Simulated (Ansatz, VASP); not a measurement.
**CaO: VASP beside Ansatz**

INCAR

```
PREC = Accurate ; ENCUT = 520
EDIFF = 1E-6 ; ISMEAR = -1
SIGMA = 0.02 ; LREAL = F
LASPH = T ; NELM = 100
ALGO = Normal ; ISIF = 2
LWAVE = F ; LCHARG = F
GGA = PE ; NBANDS = 15
```

The input KPOINTS:

```
regular mesh
0
Gamma
  10 10 10
```

File POSCAR:

```
CaO
1.0
   -0.0755630943      2.3939135227      2.3939135227
    2.3939135227     -0.0755630943      2.3939135227
    2.3939135227      2.3939135227     -0.0755630943
Ca O
1 1
Direct
    0.0000000000      0.0000000000      0.0000000000
    0.5000000000      0.5000000000      0.5000000000
```

Input for Ansatz:

```yaml
crystal:
  lattice:
    - [-0.0755630943, 2.3939135227, 2.3939135227]
    - [2.3939135227, -0.0755630943, 2.3939135227]
    - [2.3939135227, 2.3939135227, -0.0755630943]
  atoms:
    - { symbol: Ca, position: [0.0, 0.0, 0.0] }
    - { symbol: O, position: [0.5, 0.5, 0.5] }
kpoints:
  mp_grid: { grid: [10, 10, 10] }
  band_path:
    path:
      - [0.0, 0.0, 0.0]
      - [0.5, 0.0, 0.5]
      - [0.625, 0.25, 0.625]
      - [0.375, 0.375, 0.75]
      - [0.5, 0.5, 0.5]
      - [0.5, 0.25, 0.75]
      - [0.0, 0.5, 0.5]
    npoints: 1
hamiltonian:
  xc: pbe
scf:
  occupations: { method: fermi_dirac, width: 0.02 }
  n_extra_bands: 4
output:
  forces: true
  stress: true
  eigenvalues: true
  write_density: true
  write_potential: true
  elf: true
  volumetric_format: npy
```

Change from the starting cell: epitaxial_111 strain +3.0%.

Alike in both runs: task single point; functional PBE; k mesh 10 × 10 × 10; occupations fermi-dirac, width 0.02 eV; no spin polarisation.

|  | VASP | Ansatz |
| --- | --- | --- |
| version | VASP 6.6.1 | Ansatz 0.2.0 |
| potentials or method | VASP PAW PBE potentials, release 64 (Ca_sv, O) | plane waves, PAW |
| plane-wave cutoff (eV) | 520 | 420 |
| valence electrons in the cell | 16 | 16 |

```csv
,VASP,Ansatz,Ansatz less VASP
gap on the k mesh at the Fermi level (eV),3.53,3.55,+0.018
pressure (GPa),-1.6,-2.0,-0.48
"traceless stress, the component that is largest in VASP (GPa)",2.15,2.16,+0.017
```
